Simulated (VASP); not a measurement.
Input of a VASP 6.6.1 run:

INCAR

```
PREC = Accurate
ENCUT = 520
EDIFF = 1E-6
ISMEAR = 0
SIGMA = 0.1
LREAL = F
LASPH = T
NELM = 100
ALGO = Normal
ISIF = 2
LWAVE = F
LCHARG = F
GGA = PE
NBANDS = 18
```

KPOINTS

```
Automatic mesh
0
Gamma
  6 6 4
```

File POSCAR:

```
Be
1.0
   -1.7840492060      3.0900638679      0.0000000000
    0.0000000000      0.0000000000      4.0116815111
    5.3521476179      3.0900638679      0.0000000000
Be
8
Direct
    0.0000000000      0.2360366954      0.0000000000
    0.5000000000      0.2360366954      0.5000000000
    0.5000000000      0.7639633046      0.5000000000
    0.0000000000      0.7639633046      1.0000000000
    0.5000000000      0.0000000000      0.1666666667
    0.0000000000      0.0000000000      0.6666666667
    1.0000000000      0.0000000000      0.3333333333
    0.5000000000      0.0000000000      0.8333333333
```

Potentials or basis: VASP PAW PBE potentials, release 64 (Be).

Launch:

```sh
$ cat potpaw_PBE.64/Be/POTCAR > POTCAR
$ mpirun -np 1 vasp_std > vasp.out
```

Problem. Estimate the band gap on the k mesh.

Solution. Zero (band 8 reaches 5.50 eV, above the bottom of band 9 at 1.81 eV).

Problem. Predict the pressure.

Solution. 0.2 GPa.

Problem. Estimate the largest force.

Solution. 0.055 eV/Å.

Forces on the atoms (eV/Å):
```
Be   0.000  0.000 -0.013
Be   0.000  0.000 -0.013
Be   0.000  0.000  0.013
Be   0.000  0.000  0.013
Be  -0.048 -0.028  0.000
Be  -0.048 -0.028  0.000
Be   0.048  0.028  0.000
Be   0.048  0.028  0.000
```
